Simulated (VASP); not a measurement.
Set up this calculation in VASP 6.6.1, as the native input.

```yaml
Task: single point
Functional: LDA
Potentials_or_basis: VASP PAW LDA potentials, release 64 (Ca_sv)
Cutoff: 520 eV
k_mesh: 12 × 12 × 12
Occupations: fermi-dirac, width 0.08 eV
Spin: no spin polarisation
Dipole_correction: no
Further_INCAR_settings: ALGO = Normal; EDIFF = 1e-07; NBANDS = 11
```

The structure of Ca lies in POSCAR:

```
Ca
1.0
    0.0000000000      2.6714644531      2.6714644531
    2.6714644531      0.0000000000      2.6714644531
    2.6714644531      2.6714644531      0.0000000000
Ca
1
Direct
    0.0000000000      0.0000000000      0.0000000000
```

These files were run (other wordings do the same):

INCAR

```
SYSTEM = Ca
PREC = Accurate
ENCUT = 520
EDIFF = 1E-7
ISMEAR = -1
SIGMA = 0.08
LREAL = .FALSE.
LASPH = .TRUE.
NELM = 60
ALGO = Normal
ISIF = 2
LWAVE = .FALSE.
LCHARG = .TRUE.
LELF = .TRUE.
LVHAR = .TRUE.
NBANDS = 11
```

KPOINTS

```
Automatic mesh
0
G
  12 12 12
  0 0 0
```

Potentials or basis: VASP PAW LDA potentials, release 64 (Ca_sv).

Command:

```console
$ cat potpaw_LDA.64/Ca_sv/POTCAR > POTCAR
$ mpirun -np 1 vasp_std > vasp.out
```

Results of the run:

```
Pressure               : 0.0 GPa
Band gap on the k mesh : zero (band 5 reaches 2.31 eV, above the bottom of band 6 at 2.18 eV)
```

Wall time 18 s on 1 thread of Intel(R) Xeon(R) 6975P-C (Granite Rapids), on a shared host, peak memory 0.15 GiB.
